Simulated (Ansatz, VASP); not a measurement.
One calculation of Zr3ZnN2, two programs

```
Zr Zn N
1.0
     4.37265    0.00000    0.00000
    -2.18633    3.78683    0.00000
     0.00000    0.00000    5.41464
Zr Zn N
3 1 2
Direct
  0.50000 0.00000 0.50000
  0.00000 0.50000 0.50000
  0.50000 0.50000 0.50000
  0.00000 0.00000 0.50000
  0.00000 0.00000 0.88305
  0.00000 0.00000 0.11695
```

Alike in both runs: task single point; functional PBE; k mesh 6 × 6 × 4; occupations gaussian, width 0.1 eV; no spin polarisation.

|  | VASP | Ansatz |
| --- | --- | --- |
| version | VASP 6.6.1 | Ansatz 0.2.0 |
| potentials or method | VASP PAW PBE potentials, release 64 (Zr_sv, Zn, N), cutoff 520 eV | scalar-relativistic, plane waves, PAW |
| valence electrons in the cell | 58 | 58 |

```csv
,VASP,Ansatz,Ansatz less VASP
gap on the k mesh at the Fermi level (eV),none,none,-
rms of the force components (eV/Å),0.794,0.834,+0.0401
```

Atom by atom the forces differ by 0.040 eV/Å (rms over components). A gap of «none» marks a metal or a gap that the smearing closes.
